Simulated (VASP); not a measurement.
## Mg3NO3: single point with PBE

System: Mg3NO3, a slab with vacuum.

```xyz
7
Lattice="3.0086 0.0000 0.0000 0.0000 3.0086 0.0000 0.0000 0.0000 19.7800" Properties=species:S:1:pos:R:3 pbc="T T T"
Mg    1.5043    1.5043    4.0000
Mg    0.0000    0.0000    6.1324
Mg    1.5043    1.5043    8.2310
O     0.0000    0.0000    4.0000
O     1.5043    1.5043    6.1227
O     0.0000    0.0000    8.2800
N     0.3761    1.1282   10.7313
```

```json
{
 "Program": "VASP 6.6.1",
 "Task": "single point",
 "Functional": "PBE",
 "Potentials or basis": "VASP PAW PBE potentials, release 64 (Mg, O, N)",
 "Cutoff": "520 eV",
 "k mesh": "9 × 9 × 1",
 "Occupations": "gaussian, width 0.05 eV",
 "Spin": "collinear spin, ferromagnetic start",
 "Starting moments": "[0.0, 0.0, 0.0, 0.0, 0.0, 0.0, 3.0] μB",
 "Dipole correction": "yes",
 "Further INCAR settings": "ALGO = Normal; EDIFF = 1e-07; NBANDS = 28"
}
```

```yaml
Largest_force: 0.466 eV/Å
Band_gap_on_the_k_mesh: 0.92 eV (least direct gap 1.03 eV)
Net_moment: 3.00 μB per cell
Site_moments: Mg +0.00, -0.00 (each value once); O +0.00, +0.01, +0.11; N +1.89 μB
Valence_electrons_inside_the_program's_atomic_spheres: Mg 0.35, 0.39 (each value once); O 5.03, 5.08 (each value once); N 3.30
```

Forces in eV/Å, atoms in the order of the input:
```
Mg   0.000  0.000  0.452
Mg   0.002  0.003 -0.027
Mg  -0.012 -0.004  0.457
O    0.000  0.000 -0.429
O    0.001  0.003  0.003
O   -0.047 -0.051 -0.461
N    0.056  0.050  0.005
```

Levels at points of the mesh, in eV from the valence-band top:
Spin up:
| k point | band 12 | band 13 | band 14 | band 15 | band 16 | band 17 | band 18 | band 19 | band 20 | band 21 |
| --- | --- | --- | --- | --- | --- | --- | --- | --- | --- | --- |
| (0.00, 0.00, 0.00) | -0.44 | -0.43 | -0.27 | -0.06 | -0.04 | 3.28 | 5.04 | 5.55 | 6.55 | 6.88 |
Spin down:
```tsv
k point	band 10	band 11	band 12	band 13	band 14	band 15	band 16	band 17
(0.00, 0.00, 0.00)	-0.41	-0.41	-0.01	0.00	1.81	3.31	3.71	3.78
```

It took 8.9 min on 1 thread of Intel(R) Xeon(R) Platinum 8259CL CPU @ 2.50GHz (Skylake/Cascade Lake), with other jobs on the host, peak memory 0.52 GiB.
